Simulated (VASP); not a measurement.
# CoSi2 in VASP: notebook, part 2 of 2

VASP 6.6.1. Earlier steps stand in the parts before.

### 4 Electric field gradients, PBE, collinear spin, ferromagnetic start (equal xx and yy strain of -2 %)

Contents of INCAR:

```
SYSTEM = CoSi2
  ALGO = Normal
  EDIFF = 1E-8
  ENCUT = 520
  GGA = PE
  ISIF = 2
  ISMEAR = -1
  ISPIN = 2
  LASPH = .TRUE.
  LCHARG = .FALSE.
  LEFG = .TRUE.
  LMAXMIX = 4
  LORBIT = 11
  LREAL = .FALSE.
  LWAVE = .FALSE.
  MAGMOM = 2 0 0
  NBANDS = 20
  NELM = 150
  PREC = Accurate
  SIGMA = 0.05
```

Contents of KPOINTS:

```
k-points
0
G
  11 11 11
  0 0 0
```

Contents of POSCAR:

```
CoSi2
1.0
    0.0000000000      2.6288500000      2.6825000000
    2.6288500000      0.0000000000      2.6825000000
    2.6288500000      2.6288500000      0.0000000000
Co Si
1 2
Direct
    0.0000000000      0.0000000000      0.0000000000
    0.2500000000      0.2500000000      0.2500000000
    0.7500000000      0.7500000000      0.7500000000
```

Potentials or basis: VASP PAW PBE potentials, release 64 (Co, Si).

The run is started by

```
cat potpaw_PBE.64/Co/POTCAR potpaw_PBE.64/Si/POTCAR > POTCAR
mpirun -np 1 vasp_std > vasp.out
```

OUTCAR:

```text
SYSTEM = CoSi2
   EDIFF = 1E-8
   ENCUT = 520
   GGA = PE
   ISIF = 2
   ISMEAR = -1
   ISPIN = 2
   LASPH = .TRUE.
   LORBIT = 11
   LREAL = .FALSE.
   NELM = 150
   PREC = Accurate

 ion  position               nearest neighbor table
   1  0.000  0.000  0.000-   3 2.29   3 2.29   3 2.29   2 2.29   3 2.29   2 2.29   2 2.29   2 2.29

   2  0.250  0.250  0.250-   1 2.29   1 2.29   1 2.29   1 2.29   3 2.63   3 2.63   3 2.63   3 2.63
                             3 2.68   3 2.68
   3  0.750  0.750  0.750-   1 2.29   1 2.29   1 2.29   1 2.29   2 2.63   2 2.63   2 2.63   2 2.63
                             2 2.68   2 2.68

  LATTYP: Found a body centered tetragonal cell.
 ALAT       =     3.7177553234
 C/A-ratio  =     1.4430750636

  Lattice vectors:

 A1 = (  -2.6288500000,   0.0000000000,   2.6825000000)
 A2 = (   2.6288500000,   0.0000000000,   2.6825000000)
 A3 = (   0.0000000000,   2.6288500000,  -2.6825000000)

Analysis of symmetry for initial positions (statically):
=====================================================================
 Subroutine PRICEL returns:
 Original cell was already a primitive cell.

 Routine SETGRP: Setting up the symmetry group for a
 body centered tetragonal supercell.

 Subroutine GETGRP returns: Found 16 space group operations
 (whereof 16 operations were pure point group operations)
 out of a pool of 16 trial point group operations.

The static configuration has the point symmetry D_4h.

Analysis of symmetry for dynamics (positions and initial velocities):
=====================================================================
 Subroutine PRICEL returns:
 Original cell was already a primitive cell.

 Routine SETGRP: Setting up the symmetry group for a
 body centered tetragonal supercell.

 Subroutine GETGRP returns: Found 16 space group operations
 (whereof 16 operations were pure point group operations)
 out of a pool of 16 trial point group operations.

The dynamic configuration has the point symmetry D_4h.

Analysis of structural, dynamic, and magnetic symmetry:
=====================================================================
 Subroutine PRICEL returns:
 Original cell was already a primitive cell.

 Routine SETGRP: Setting up the symmetry group for a
 body centered tetragonal supercell.

 Subroutine GETGRP returns: Found 16 space group operations
 (whereof 16 operations were pure point group operations)
 out of a pool of 16 trial point group operations.

The overall configuration has the point symmetry D_4h.

 Subroutine INISYM returns: Found 16 space group operations
 (whereof 16 operations are pure point group operations),
 and found     1 'primitive' translations

----------------------------------------------------------------------------------------

                                     Primitive cell

  volume of cell :      37.0767

  direct lattice vectors                    reciprocal lattice vectors
     0.000000000  2.628850000  2.682500000    -0.190197235  0.190197235  0.186393290
     2.628850000  0.000000000  2.682500000     0.190197235 -0.190197235  0.186393290
     2.628850000  2.628850000  0.000000000     0.190197235  0.190197235 -0.186393290

  length of vectors
[... 119 lines left out ...]
   NGX = 13   NGY = 13   NGZ = 13

 number of electron      17.0000006 magnetization       0.0000000

 number of electron      17.0000006 magnetization      -0.0000017

 Free energy of the ion-electron system (eV)
  ---------------------------------------------------
  ext. energy  EPLUGINS =         0.00000000
  ---------------------------------------------------
  free energy    TOTEN  =       -19.26726756 eV

  energy without entropy =      -19.25945012  energy(sigma->0) =      -19.26335884

 E-fermi :  10.5695     XC(G=0): -11.9102

 val. band max:       10.5468325266   @ k =   0.1818  -0.0000   0.0000
 cond. band min:      10.5965926050   @ k =   0.3636   0.2727   0.0909
 fundamental gap:      0.0497600784
 Fermi energy:        10.5694600751

 spin component 1

 k-point     1 :       0.0000    0.0000    0.0000
  band No.  band energies     occupation
      1      -2.8268      1.00000
      2       6.3066      1.00000
      3       6.3066      1.00000
      4       6.4050      1.00000
      5       8.4991      1.00000
      6       8.6000      1.00000
[... 541 lines left out ...]
     19      25.3088      0.00000
     20      27.0859      0.00000

 [... further k-points ...]

 spin component 2

 k-point     1 :       0.0000    0.0000    0.0000
  band No.  band energies     occupation
      1      -2.8268      1.00000
      2       6.3066      1.00000
      3       6.3066      1.00000
      4       6.4050      1.00000
      5       8.4991      1.00000
      6       8.6000      1.00000
[... 541 lines left out ...]
     19      25.3088      0.00000
     20      27.0859      0.00000

 [... further k-points ...]
[... 5 lines left out ...]
  --------------------------------------------------------------------------------------
  -------------------------------------------------------------------------------------
  Total        1.8103832      1.8103832      1.3343774      0.0000000      0.0000000      0.0000000
  in kB       78.2311581     78.2311581     57.6617615      0.0000000      0.0000000      0.0000000
  external PRESSURE =      71.3746925 kB  Pullay stress =       0.0000000 kB

 VOLUME and BASIS-vectors are now :
 -----------------------------------------------------------------------------
  energy-cutoff  :      520.00
  volume of cell :       37.08
      direct lattice vectors                 reciprocal lattice vectors
     0.000000000  2.628850000  2.682500000    -0.190197235  0.190197235  0.186393290
     2.628850000  0.000000000  2.682500000     0.190197235 -0.190197235  0.186393290
     2.628850000  2.628850000  0.000000000     0.190197235  0.190197235 -0.186393290

 POSITION                                       TOTAL-FORCE (eV/Angst)
 -----------------------------------------------------------------------------------
      0.00000      0.00000      0.00000         0.000000     -0.000000      0.000000
      1.31442      1.31442      1.34125         0.000000      0.000000     -0.000000
      3.94327      3.94327      4.02375        -0.000000     -0.000000     -0.000000
 -----------------------------------------------------------------------------------
    total drift:                               -0.000000     -0.000000      0.000000

  FREE ENERGIE OF THE ION-ELECTRON SYSTEM (eV)
  ---------------------------------------------------
  free  energy   TOTEN  =       -19.2672675596 eV

  energy  without entropy=      -19.2594501166  energy(sigma->0) =      -19.26335884

 Electric field gradients (V/A^2)
---------------------------------------------------------------------
 ion       V_xx      V_yy      V_zz      V_xy      V_xz      V_yz
---------------------------------------------------------------------
   1      -0.034    -0.034     0.067    -0.003    -0.001    -0.001
   2      -0.309    -0.309     0.618    -0.000    -0.000    -0.000
   3      -0.309    -0.309     0.618    -0.000    -0.000    -0.000
---------------------------------------------------------------------

 Electric field gradients after diagonalization (V/A^2)
 (convention: |V_zz| > |V_xx| > |V_yy|)
----------------------------------------------------------------------
 ion       V_xx      V_yy      V_zz     asymmetry (V_yy - V_xx)/ V_zz
----------------------------------------------------------------------
   1      -0.036    -0.031     0.067       0.076
   2      -0.309    -0.309     0.618       0.000
   3      -0.309    -0.309     0.618       0.000
----------------------------------------------------------------------

           NMR quadrupolar parameters

 Cq : quadrupolar parameter    Cq=e*Q*V_zz/h
 eta: asymmetry parameters     (V_yy - V_xx)/ V_zz
 Q  : nuclear electric quadrupole moment in mb (millibarn)
----------------------------------------------------------------------
 ion       Cq(MHz)       eta       Q (mb)
----------------------------------------------------------------------
   1       0.000       0.076       1.000
   2       0.001       0.000       1.000
   3       0.001       0.000       1.000
----------------------------------------------------------------------

 total charge

# of ion       s       p       d       tot
------------------------------------------
    1        0.559   0.763   7.632   8.954
    2        0.716   0.897   0.000   1.614
    3        0.716   0.897   0.000   1.614
--------------------------------------------------
tot          1.992   2.557   7.632  12.181

 magnetization (x)

# of ion       s       p       d       tot
------------------------------------------
    1       -0.000  -0.000  -0.000  -0.000
    2       -0.000  -0.000   0.000  -0.000
    3       -0.000  -0.000   0.000  -0.000
--------------------------------------------------
tot         -0.000  -0.000  -0.000  -0.000
```

stdout:

```text
POSCAR found type information on POSCAR CoSi
 POSCAR found :  2 types and       3 ions
 scaLAPACK will be used
 LDA part: xc-table for (Slater+PW92), standard interpolation
 POSCAR, INCAR and KPOINTS ok, starting setup
 FFT: planning ... GRIDC
 FFT: planning ... GRID_SOFT
 FFT: planning ... GRID
 WAVECAR not read
 entering main loop
ion   1

ion   2

ion   3
```

It took 2.3 min on 1 thread of AMD EPYC 9R45 (Zen 5), shared host; peak memory 0.25 GiB.

Results:

| Item | Value |
| --- | --- |
| Free energy | -19.2673 eV |
| Pressure | 7.1 GPa |
| Net moment | 0.00 μB per cell |
| Valence electrons inside the program's atomic spheres | Co 8.95; Si 1.61 |

Electric field gradients, principal values (V/Å²):
```csv
atom,least,middle,greatest (by size)
1 Co,-0.031,-0.036,0.067
2 Si,-0.309,-0.309,0.618
3 Si,-0.309,-0.309,0.618
```

Caveat: the cell differs from its parent crystal (equal xx and yy strain of -2 %); the starting moments collapsed, and a magnetic state may lie lower; without QUAD_EFG the Cq values of the log hold for a quadrupole moment of 1 mb, not for the nuclei.

### 5 Electric field gradients, PBE, collinear spin, ferromagnetic start (equal xx and yy strain of -2 %)

Contents of INCAR:

```
PREC     = Accurate       # precision mode
ENCUT    = 520            # plane-wave cutoff, eV
EDIFF    = 1E-8           # SCF threshold, eV
ISMEAR   = -1             # smearing method
SIGMA    = 0.05           # smearing width, eV
LREAL    = False          # projectors in reciprocal space
LASPH    = True           # aspherical terms in the spheres
NELM     = 150            # most SCF steps
ALGO     = Normal         # electronic algorithm
ISIF     = 2              # what is computed and relaxed
LWAVE    = False          # write WAVECAR
LCHARG   = False          # write CHGCAR
ISPIN    = 2              # spin polarisation
MAGMOM   = 2 0 0          # initial moments
LORBIT   = 11             # projections on sites
LMAXMIX  = 4              # l up to which the mixer works
GGA      = PE             # functional
LEFG     = True         
NBANDS   = 20             # bands
```

Contents of KPOINTS:

```
regular mesh
0
Gamma
  11 11 11
```

POSCAR is that of step 4.

Potentials or basis: VASP PAW PBE potentials, release 64 (Co, Si).

The run is started by

```
cat potpaw_PBE.64/Co/POTCAR potpaw_PBE.64/Si/POTCAR > POTCAR
mpirun -np 1 vasp_std > vasp.out
```

OUTCAR:

```text
PREC = Accurate
   ENCUT = 520
   EDIFF = 1E-8
   ISMEAR = -1
   LREAL = False
   LASPH = True
   NELM = 150
   ISIF = 2
   ISPIN = 2
   LORBIT = 11
   GGA = PE

 ion  position               nearest neighbor table
   1  0.000  0.000  0.000-   3 2.29   3 2.29   3 2.29   2 2.29   3 2.29   2 2.29   2 2.29   2 2.29

   2  0.250  0.250  0.250-   1 2.29   1 2.29   1 2.29   1 2.29   3 2.63   3 2.63   3 2.63   3 2.63
                             3 2.68   3 2.68
   3  0.750  0.750  0.750-   1 2.29   1 2.29   1 2.29   1 2.29   2 2.63   2 2.63   2 2.63   2 2.63
                             2 2.68   2 2.68

  LATTYP: Found a body centered tetragonal cell.
 ALAT       =     3.7177553234
 C/A-ratio  =     1.4430750636

  Lattice vectors:

 A1 = (  -2.6288500000,   0.0000000000,   2.6825000000)
 A2 = (   2.6288500000,   0.0000000000,   2.6825000000)
 A3 = (   0.0000000000,   2.6288500000,  -2.6825000000)

Analysis of symmetry for initial positions (statically):
=====================================================================
 Subroutine PRICEL returns:
[... 1336 lines left out ...]
  free  energy   TOTEN  =       -19.2672675596 eV

  energy  without entropy=      -19.2594501166  energy(sigma->0) =      -19.26335884

 Electric field gradients (V/A^2)
---------------------------------------------------------------------
 ion       V_xx      V_yy      V_zz      V_xy      V_xz      V_yz
---------------------------------------------------------------------
   1      -0.034    -0.034     0.067    -0.003    -0.001    -0.001
   2      -0.309    -0.309     0.618    -0.000    -0.000    -0.000
   3      -0.309    -0.309     0.618    -0.000    -0.000    -0.000
---------------------------------------------------------------------

 Electric field gradients after diagonalization (V/A^2)
 (convention: |V_zz| > |V_xx| > |V_yy|)
----------------------------------------------------------------------
 ion       V_xx      V_yy      V_zz     asymmetry (V_yy - V_xx)/ V_zz
----------------------------------------------------------------------
   1      -0.036    -0.031     0.067       0.076
   2      -0.309    -0.309     0.618       0.000
   3      -0.309    -0.309     0.618       0.000
----------------------------------------------------------------------

           NMR quadrupolar parameters

 Cq : quadrupolar parameter    Cq=e*Q*V_zz/h
 eta: asymmetry parameters     (V_yy - V_xx)/ V_zz
 Q  : nuclear electric quadrupole moment in mb (millibarn)
----------------------------------------------------------------------
 ion       Cq(MHz)       eta       Q (mb)
----------------------------------------------------------------------
   1       0.000       0.076       1.000
   2       0.001       0.000       1.000
   3       0.001       0.000       1.000
----------------------------------------------------------------------

 total charge

# of ion       s       p       d       tot
------------------------------------------
    1        0.559   0.763   7.632   8.954
    2        0.716   0.897   0.000   1.614
    3        0.716   0.897   0.000   1.614
--------------------------------------------------
tot          1.992   2.557   7.632  12.181

 magnetization (x)

# of ion       s       p       d       tot
------------------------------------------
    1       -0.000  -0.000  -0.000  -0.000
    2       -0.000  -0.000   0.000  -0.000
    3       -0.000  -0.000   0.000  -0.000
--------------------------------------------------
tot         -0.000  -0.000  -0.000  -0.000
```

OSZICAR:

```text
N       E                     dE             d eps       ncg     rms          rms(c)
DAV:   1     0.693741012747E+02    0.69374E+02   -0.66064E+03 10160   0.818E+02
DAV:   2    -0.156623801279E+02   -0.85036E+02   -0.74427E+02 10640   0.187E+02
DAV:   3    -0.202472073463E+02   -0.45848E+01   -0.44260E+01 12180   0.459E+01
[... 10 lines left out ...]
DAV:  14    -0.192672669944E+02   -0.85436E-06   -0.16657E-06 12784   0.952E-03    0.423E-03
DAV:  15    -0.192672676720E+02   -0.67753E-06   -0.12727E-06 11332   0.610E-03    0.485E-03
DAV:  16    -0.192672674497E+02    0.22228E-06   -0.80276E-08 12072   0.221E-03    0.105E-03
DAV:  17    -0.192672674930E+02   -0.43258E-07   -0.35524E-09  8476   0.597E-04    0.438E-04
DAV:  18    -0.192672675498E+02   -0.56816E-07   -0.28101E-09  7344   0.398E-04    0.104E-04
DAV:  19    -0.192672675596E+02   -0.98055E-08   -0.75303E-10  6148   0.208E-04
   1 F= -.19267268E+02 E0= -.19263359E+02  d E =-.781744E-02  mag=     0.0000
```

stdout:

```text
POSCAR found type information on POSCAR CoSi
 POSCAR found :  2 types and       3 ions
 scaLAPACK will be used
 LDA part: xc-table for (Slater+PW92), standard interpolation
 POSCAR, INCAR and KPOINTS ok, starting setup
 FFT: planning ... GRIDC
 FFT: planning ... GRID_SOFT
 FFT: planning ... GRID
 WAVECAR not read
 entering main loop
ion   1

ion   2

ion   3
```

Run time: 2 min. Hardware: 1 thread of AMD EPYC 9R45 (Zen 5), shared host; peak memory 0.25 GiB.

Results:

- Free energy: -19.2673 eV
- Pressure: 7.1 GPa
- Net moment: 0.00 μB per cell
- Valence electrons inside the program's atomic spheres: Co 8.95; Si 1.61

Levels at points of the mesh, in eV from the Fermi level:
Spin up:
| k point | band 7 | band 8 | band 9 | band 10 | band 11 | band 12 |
| --- | --- | --- | --- | --- | --- | --- |
| (0.00, 0.00, 0.00) | 1.12 | 3.31 | 3.47 | 3.47 | 3.54 | 3.54 |
Spin down:
```
           k point  band 5  band 6  band 7  band 8  band 9  band 10  band 11  band 12  band 13  band 14
(0.00, 0.00, 0.00)   -2.07   -1.97    1.12    3.31    3.47     3.47     3.54     3.54     3.74     5.35
```

Electric field gradients, principal values (V/Å²):
```csv
atom,least,middle,greatest (by size)
1 Co,-0.031,-0.036,0.067
2 Si,-0.309,-0.309,0.618
3 Si,-0.309,-0.309,0.618
```

Caveat: the cell differs from its parent crystal (equal xx and yy strain of -2 %); the starting moments collapsed, and a magnetic state may lie lower; without QUAD_EFG the Cq values of the log hold for a quadrupole moment of 1 mb, not for the nuclei.
